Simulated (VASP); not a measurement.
Write the native input for VASP 6.6.1 that does the following.

| Item | Value |
| --- | --- |
| Task | single point |
| Functional | PBE |
| Potentials or basis | VASP PAW PBE potentials, release 64 (Hf_pv, C) |
| Cutoff | 520 eV |
| k mesh | 11 × 6 × 10 |
| Occupations | fermi-dirac, width 0.05 eV |
| Spin | no spin polarisation |
| Dipole correction | no |
| Further INCAR settings | ALGO = Normal; EDIFF = 1e-06; NBANDS = 14 |

The structure of HfC lies in POSCAR:

```
HfC
1.0
    2.4394258800      0.0000000000      0.0000000000
    0.0000000000      4.6949966100      0.0000000000
    0.0000000000      0.0000000000      2.5622747300
Hf C
1 1
Direct
    0.0000000000      0.0000000000      0.0000000000
    0.0000000000      0.5000000000      0.7500000000
```

One way to write it, as run:

INCAR

```
SYSTEM = HfC
PREC     = Accurate       ! precision mode
ENCUT    = 520            ! plane-wave cutoff, eV
EDIFF    = 1E-6           ! SCF threshold, eV
ISMEAR   = -1             ! smearing method
SIGMA    = 0.05           ! smearing width, eV
LREAL    = .False.        ! projectors in reciprocal space
LASPH    = .True.         ! aspherical terms in the spheres
NELM     = 100            ! most SCF steps
ALGO     = Normal         ! electronic algorithm
ISIF     = 2              ! what is computed and relaxed
LWAVE    = .False.        ! write WAVECAR
LCHARG   = .False.        ! write CHGCAR
GGA      = PE             ! functional
NBANDS   = 14             ! bands
```

KPOINTS

```
regular mesh
0
Gamma
  11 6 10
  0 0 0
```

Potentials or basis: VASP PAW PBE potentials, release 64 (Hf_pv, C).

Launch:

```console
$ cat potpaw_PBE.64/Hf_pv/POTCAR potpaw_PBE.64/C/POTCAR > POTCAR
$ mpirun -np 1 vasp_std > vasp.out
```

Results of the run:

The pressure is 10.7 GPa, the largest force is 0.130 eV/Å and the band gap on the k mesh is zero (band 7 reaches 5.05 eV, above the bottom of band 8 at 3.37 eV).

Caveat: spin-orbit coupling is left out, which moves the levels of the heavy elements.

Run time: 21 s on 1 thread of Intel(R) Xeon(R) 6975P-C (Granite Rapids), on a shared host, peak memory 0.18 GiB.
